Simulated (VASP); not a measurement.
The system is Se.

```
CELL_PARAMETERS angstrom
0.02026 2.78462 0.06039
-0.00822 0.11947 5.68499
5.57278 0.04052 -0.00831
ATOMIC_POSITIONS crystal
Se 0.98429 0.24889 0.99575
Se 0.01904 0.75219 0.00603
Se 0.99694 0.24606 0.49268
Se 0.99974 0.75285 0.50554
```

| Property | Result |
| --- | --- |
| Program | VASP 6.6.1 |
| Task | relaxation of cell and atoms |
| Functional | PBE |
| Potentials or basis | VASP PAW PBE potentials, release 64 (Se) |
| Cutoff | 600 eV |
| k mesh | 8 × 4 × 4 |
| Occupations | gaussian, width 0.2 eV |
| Spin | no spin polarisation |

At the start: pressure 2.6 GPa; volume 22.04 Å³/atom.

How do energy, volume and symmetry change on relaxing?

Over 18 steps the energy falls by 16.5 meV/atom and the volume is 22.95 Å³/atom (+4.1 %); space group P-1 (No. 2, to 0.1 Å) before, P4/mmm (No. 123, to 0.1 Å).

The path:
| step | energy change (eV) | largest force (eV/Å) | pressure (GPa) | volume (Å³) |
| --- | --- | --- | --- | --- |
| 1 | 0.0000 | 0.1939 | 2.59 | 88.18 |
| 2 | -0.0238 | 0.1376 | -1.17 | 92.81 |
| 3 | -0.0280 | 0.1435 | -0.19 | 91.47 |
| 4 | -0.0335 | 0.1254 | -0.15 | 91.46 |
| 5 | -0.0467 | 0.0737 | 0.00 | 91.41 |
| 6 | -0.0395 | 0.2235 | 0.68 | 91.24 |
| 7 | -0.0507 | 0.1038 | 0.21 | 91.35 |
| 8 | -0.0536 | 0.0727 | -0.28 | 92.11 |
| 9 | -0.0538 | 0.0662 | -0.43 | 92.36 |
| 10 | -0.0561 | 0.0576 | -0.40 | 92.37 |
| 11 | -0.0600 | 0.0702 | -0.29 | 92.39 |
| 12 | -0.0601 | 0.0591 | -0.33 | 92.39 |
| 13 | -0.0602 | 0.0637 | -0.31 | 92.39 |
| 14 | -0.0624 | 0.0568 | -0.12 | 92.09 |
| 15 | -0.0643 | 0.0447 | 0.26 | 91.56 |
| 16 | -0.0656 | 0.0346 | 0.07 | 91.73 |
| 17 | -0.0658 | 0.0294 | -0.03 | 91.82 |
| 18 | -0.0660 | 0.0228 | -0.02 | 91.81 |

Final structure:
```
Se
1.0
    -0.00393    2.72905   -0.00535
     0.00134   -0.02207    5.89974
     5.70228   -0.00711    0.00123
Se
4
Direct
  0.00167 0.25044 0.00038
  0.99801 0.74948 0.99969
  0.99891 0.25034 0.50026
  0.00141 0.74974 0.49967
```

Caveat: the highest band is partly filled, so the run has too few bands.
